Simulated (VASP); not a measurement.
A run of VASP 6.6.1 is set up as follows.

File POSCAR:

```
AlCo
1.0
    2.8473199088      0.0000000000      0.0000000000
    0.0000000000      2.8473199088      0.0000000000
    0.0000000000      0.0000000000      2.8473199088
Co Al
1 1
Direct
    0.5000000000      0.5000000000      0.5000000000
    0.0000000000      0.0000000000      0.0000000000
```

The input INCAR.step1:

```
GGA = PE
ISPIN = 2
MAGMOM = 2 0
LORBIT = 11
LDAU = T
LDAUTYPE = 2
LDAUL = 2 -1
LDAUU = 3 0
LDAUJ = 0 0
ISMEAR = 1
SIGMA = 0.05
LWAVE = F
LCHARG = F
NSW = 80
PREC = Accurate
LASPH = T
LREAL = F
ALGO = Normal
EDIFF = 1E-6
NELM = 200
GGA_COMPAT = F
IBRION = 2
ISIF = 3
EDIFFG = -0.002
NELMIN = 4
ENCUT = 710
LMAXMIX = 4
KPAR = 2
POTIM = 0.5
```

The input INCAR.step4:

```
GGA = PE
ISPIN = 2
MAGMOM = 2 0
LORBIT = 11
LDAU = T
LDAUTYPE = 2
LDAUL = 2 -1
LDAUU = 3 0
LDAUJ = 0 0
ISMEAR = 1
SIGMA = 0.05
LWAVE = F
LCHARG = F
PREC = Accurate
LASPH = T
LREAL = F
ALGO = Normal
EDIFF = 1E-6
NELM = 200
GGA_COMPAT = F
ISIF = 2
ENCUT = 710
LMAXMIX = 4
KPAR = 2
```

File KPOINTS:

```
Automatic mesh
0
Gamma
  13 13 13
  0 0 0
```

Potentials or basis: VASP PAW PBE potentials, release 64 (Co, Al).

Command:

```console
$ cat potpaw_PBE.64/Co/POTCAR potpaw_PBE.64/Al/POTCAR > POTCAR
$ cp INCAR.step1 INCAR
$ cp POSCAR.step1 POSCAR
$ mpirun -np 2 vasp_std > vasp.out
$ cp CONTCAR POSCAR
$ mpirun -np 2 vasp_std > vasp.out
$ cp CONTCAR POSCAR
$ mpirun -np 2 vasp_std > vasp.out
$ cp CONTCAR POSCAR
$ cp INCAR.step4 INCAR
$ mpirun -np 2 vasp_std > vasp.out
```

Q: What does it give for the site moments?

A: Co +0.52; Al -0.03 μB.

Q: Estimate the relaxed volume.

A: 11.48 Å³/atom.

Q: Estimate the space group after relaxing (to 0.1 Å).

A: Pm-3m (No. 221).

Q: Estimate the relaxed cell.

A: a = 2.842 Å, b = 2.842 Å, c = 2.842 Å, α = 90.00°, β = 90.00°, γ = 90.00°.

Final structure:
```xyz
2
Lattice="2.8419 0.0000 0.0000 0.0000 2.8419 0.0000 0.0000 0.0000 2.8419" Properties=species:S:1:pos:R:3 pbc="T T T"
Co    1.4210    1.4210    1.4210
Al    0.0000    0.0000    0.0000
```

Caveat: the U is typed as a test and isn't derived for this compound. The state reached can hang on the start; a lower one may exist.
